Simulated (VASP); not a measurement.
Set up this calculation in VASP 6.6.1, as the native input.

| Item | Value |
| --- | --- |
| Task | single point |
| Functional | PBE |
| Potentials or basis | VASP PAW PBE potentials, release 64 (Cd, F) |
| Cutoff | 520 eV |
| k mesh | 9 × 9 × 9 |
| Occupations | fermi-dirac, width 0.05 eV |
| Spin | no spin polarisation |
| Dipole correction | no |
| Further INCAR settings | ALGO = Normal; EDIFF = 1e-07; NBANDS = 16 |

The structure of CdF lies in POSCAR:

```
CdF
1.0
    0.0000000000      2.5312012400      2.5312012400
    2.5312012400      0.0000000000      2.5312012400
    2.5312012400      2.5312012400      0.0000000000
Cd F
1 1
Direct
    0.0000000000      0.0000000000      0.0000000000
    0.5000000000      0.5000000000      0.5000000000
```

The input as run:

INCAR

```
ALGO = Normal
EDIFF = 1E-7
ENCUT = 520
GGA = PE
ISIF = 2
ISMEAR = -1
LASPH = T
LCHARG = T
LELF = T
LREAL = F
LVHAR = T
LWAVE = F
NBANDS = 16
NELM = 80
PREC = Accurate
SIGMA = 0.05
```

KPOINTS

```
k-points
0
Gamma
  9 9 9
```

Potentials or basis: VASP PAW PBE potentials, release 64 (Cd, F).

Launch:

```sh
$ cat potpaw_PBE.64/Cd/POTCAR potpaw_PBE.64/F/POTCAR > POTCAR
$ mpirun -np 1 vasp_std > vasp.out
```

Results of the run:

```
Pressure : 4.6 GPa
```

Caveat: an odd number of electrons without spin polarisation forces a metal; a magnetic or distorted state may lie lower.

Wall time 18 s on 1 thread of Intel(R) Xeon(R) Platinum 8488C (Sapphire Rapids), on a shared host, peak memory 0.16 GiB.
